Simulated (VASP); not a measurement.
Here is a VASP 6.6.1 calculation.

The input INCAR:

```
SYSTEM = SiB2
ALGO = Fast
EDIFF = 1E-6
ENCUT = 520
GGA = PE
ISIF = 2
ISMEAR = 0
LASPH = .True.
LCHARG = .False.
LREAL = .False.
LWAVE = .False.
NBANDS = 19
NELM = 60
PREC = Accurate
SIGMA = 0.1
```

File KPOINTS:

```
k-points
0
Gamma
  10 6 8
  0 0 0
```

Contents of POSCAR:

```
SiB2
1.0
    2.9576783129      0.0000000000      0.0000000000
    0.0000000000      4.7668180284      0.0000000000
    0.0000000000      0.0000000000      3.7365125572
Si B
2 4
Direct
    0.5000000000      0.5000000000      0.1321096069
    0.0000000000      0.0000000000      0.8678903931
    0.5000000000      0.6971620872      0.6147649173
    0.5000000000      0.3028379128      0.6147649173
    0.0000000000      0.1971620872      0.3852350827
    0.0000000000      0.8028379128      0.3852350827
```

Potentials or basis: VASP PAW PBE potentials, release 64 (Si, B).

Run with:

```sh
$ cat potpaw_PBE.64/Si/POTCAR potpaw_PBE.64/B/POTCAR > POTCAR
$ mpirun -np 1 vasp_std > vasp.out
```

Task: Predict the pressure.

Result: -0.1 GPa.

Task: Estimate the band gap on the k mesh.

Result: Zero (bands 10 and 11 overlap by 3.83 eV).

Task: What does it give for the largest force?

Result: 0.004 eV/Å.

Forces on the atoms (eV/Å):
```
Si   0.000  0.000  0.002
Si   0.000  0.000 -0.002
B    0.000  0.000  0.004
B    0.000  0.000  0.004
B    0.000  0.000 -0.004
B    0.000  0.000 -0.004
```
